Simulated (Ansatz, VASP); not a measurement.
PbSe: VASP beside Ansatz

POSCAR

```
PbSe
1.0
    0.0000000000      3.1504762639      3.1504762639
    3.1504762639      0.0000000000      3.1504762639
    3.1504762639      3.1504762639      0.0000000000
Pb Se
1 1
Direct
    0.0000000000      0.0000000000      0.0000000000
    0.5000000000      0.5000000000      0.5000000000
```

The input INCAR.step1:

```
PREC = Accurate
ENCUT = 520
ISMEAR = 0
SIGMA = 0.01
LREAL = F
LASPH = T
NELM = 60
NBANDS = 17
GGA = PE
ALGO = Normal
EDIFF = 1E-4
LWAVE = T
LCHARG = F
```

Contents of INCAR.step2:

```
PREC = Accurate
ENCUT = 520
EDIFF = 1E-6
ISMEAR = 0
SIGMA = 0.01
LREAL = F
LASPH = T
NELM = 60
ALGO = Normal
ISIF = 2
LWAVE = F
LCHARG = F
METAGGA = R2SCAN
LMIXTAU = T
NBANDS = 17
ISTART = 1
```

Contents of KPOINTS:

```
regular mesh
0
Gamma
  8 8 8
```

Input for Ansatz:

```yaml
crystal:
  lattice:
    - [0.0, 3.1504762639, 3.1504762639]
    - [3.1504762639, 0.0, 3.1504762639]
    - [3.1504762639, 3.1504762639, 0.0]
  atoms:
    - { symbol: Pb, position: [0.0, 0.0, 0.0] }
    - { symbol: Se, position: [0.5, 0.5, 0.5] }
kpoints:
  mp_grid: { grid: [8, 8, 8] }
  band_path:
    path:
      - [0.0, 0.0, 0.0]
      - [0.5, 0.0, 0.5]
      - [0.625, 0.25, 0.625]
      - [0.375, 0.375, 0.75]
      - [0.5, 0.5, 0.5]
      - [0.5, 0.25, 0.75]
      - [0.0, 0.0, 0.5]
    npoints: 1
hamiltonian:
  xc: r2scan
scf:
  occupations: { method: fixed }
  n_extra_bands: 4
output:
  forces: true
  stress: true
  eigenvalues: true
  write_density: true
  write_potential: true
  elf: true
  volumetric_format: npy
```

Change from the starting cell: hydrostatic strain +2.0%.

Alike in both runs: task single point; functional r2SCAN; k mesh 8 × 8 × 8; no spin polarisation.

|  | VASP | Ansatz |
| --- | --- | --- |
| version | VASP 6.6.1 | Ansatz 0.2.0 |
| potentials or method | VASP PAW PBE potentials, release 64 (Pb_d, Se) | plane waves, PAW |
| plane-wave cutoff (eV) | 520 | 500 |
| occupations | gaussian, width 0.01 eV | fixed |
| valence electrons in the cell | 20 | 30 |

|  | VASP | Ansatz | Ansatz less VASP |
| --- | --- | --- | --- |
| gap on the k mesh at the Fermi level (eV) | 0.84 | 0.84 | -0.005 |
| pressure (GPa) | -2.7 | -2.7 | +0.01 |

VASP's potentials were made for PBE, not for r2SCAN. VASP's potentials hold 20 valence electrons a cell and Ansatz's 30, so a difference there can come from the potentials and not from the codes.

Spin-orbit coupling is off throughout.
